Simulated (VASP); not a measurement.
A run of VASP 6.6.1 is set up as follows.

The input INCAR:

```
PREC = Accurate
ENCUT = 600
EDIFF = 1E-6
ISMEAR = 0
SIGMA = 0.02
LREAL = False
LASPH = True
NELM = 200
ALGO = Normal
ISIF = 2
LWAVE = False
LCHARG = False
ISPIN = 2
MAGMOM = -0.92 -0.92 0 0 0 0
LORBIT = 11
LMAXMIX = 4
LDAU = True
LDAUTYPE = 2
LDAUL = 2 -1
LDAUU = 3.25 0
LDAUJ = 0 0
LDAUPRINT = 1
GGA = PE
NBANDS = 38
GGA_COMPAT = False
```

Contents of KPOINTS:

```
regular mesh
0
Gamma
  6 6 10
```

POSCAR

```
VO2
1.0
    4.4075885468      0.0000000000      0.0000000000
    0.0000000000      4.4075885468      0.0000000000
    0.0000000000      0.0000000000      2.9874381569
V O
2 4
Direct
    0.0000000000      0.0000000000      0.0000000000
    0.5000000000      0.5000000000      0.5000000000
    0.2989682178      0.2989682178      0.0000000000
    0.7010317822      0.7010317822      0.0000000000
    0.7989682178      0.2010317822      0.5000000000
    0.2010317822      0.7989682178      0.5000000000
```

Potentials or basis: VASP PAW PBE potentials, release 64 (V_sv, O).

The run is started by

```sh
$ cat potpaw_PBE.64/V_sv/POTCAR potpaw_PBE.64/O/POTCAR > POTCAR
$ mpirun -np 1 vasp_std > vasp.out
```

(1) Estimate the band gap on the k mesh.

(2) Predict the pressure.

(3) Predict the net moment.

## Answers

(1) 1.06 eV (least direct gap 1.29 eV).

(2) 15.9 GPa.

(3) -2.00 μB per cell.

Caveat: the cell stands under pressure.
